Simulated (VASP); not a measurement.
Input of a VASP 6.6.1 run:

File INCAR:

```
  PREC = Accurate
  ENCUT = 520
  EDIFF = 1E-7
  ISMEAR = 0
  SIGMA = 0.1
  LREAL = False
  LASPH = True
  NELM = 150
  ALGO = Fast
  ISIF = 2
  LWAVE = False
  LCHARG = False
  ISPIN = 2
  MAGMOM = 2.59 2.59 2.59 0.21
  LORBIT = 11
  NUPDOWN = 7.5
  LMAXMIX = 4
  GGA = PE
  NBANDS = 37
```

Contents of KPOINTS:

```
Automatic mesh
0
Gamma
  12 12 12
```

Contents of POSCAR:

```
Mn3Cu
1.0
    3.5343305890      0.0000000000      0.0000000000
    0.0000000000      3.5343305890      0.0000000000
    0.0000000000      0.0000000000      3.5343305890
Mn Cu
3 1
Direct
    0.0000000000      0.5000000000      0.5000000000
    0.5000000000      0.0000000000      0.5000000000
    0.5000000000      0.5000000000      0.0000000000
    0.0000000000      0.0000000000      0.0000000000
```

Potentials or basis: VASP PAW PBE potentials, release 64 (Mn_pv, Cu).

Launch:

```bash
$ cat potpaw_PBE.64/Mn_pv/POTCAR potpaw_PBE.64/Cu/POTCAR > POTCAR
$ mpirun -np 1 vasp_std > vasp.out
```

(1) Predict the pressure.

Results:

(1) 24.4 GPa.

Caveat: the cell stands under pressure; the total moment is fixed, so each spin has its own Fermi level.
